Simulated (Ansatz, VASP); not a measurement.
**Two plane-wave programs on TiTe2**

```
Ti Te
1.0
     3.69692    0.00000    0.00000
    -1.84846    3.20163    0.00000
     0.00000    0.00000    6.38398
Ti Te
1 2
Direct
  0.00000 0.00000 0.00000
  0.66667 0.33333 0.27109
  0.33333 0.66667 0.72891
```

Alike in both runs: functional PBE; dispersion D3(BJ); k mesh 15 × 15 × 8; occupations gaussian, width 0.1 eV; no spin polarisation.

Ansatz relaxed the structure, and its values are those at the end. VASP's run is a single point on that final structure, the one shown.

```csv
,VASP,Ansatz
version,VASP 6.6.1,Ansatz 0.2.0
potentials or method,"VASP PAW PBE potentials, release 64 (Ti_sv, Te), cutoff 520 eV","scalar-relativistic, plane waves, PAW"
valence electrons in the cell,24,44
```

Ansatz gave:

```
gap on the k mesh at the Fermi level (eV) : none
pressure (GPa)                            : 0.0
rms of the force components (eV/Å)        : 0.000
```

**Question.** What did VASP give for the same quantities?

**Answer.** gap on the k mesh at the Fermi level (eV): none; pressure (GPa): 0.0; rms of the force components (eV/Å): 0.005.

A gap of «none» marks a metal or a gap that the smearing closes. VASP's potentials hold 24 valence electrons a cell and Ansatz's 44, so a difference there can come from the potentials and not from the codes.

Neither program's run includes spin-orbit coupling.
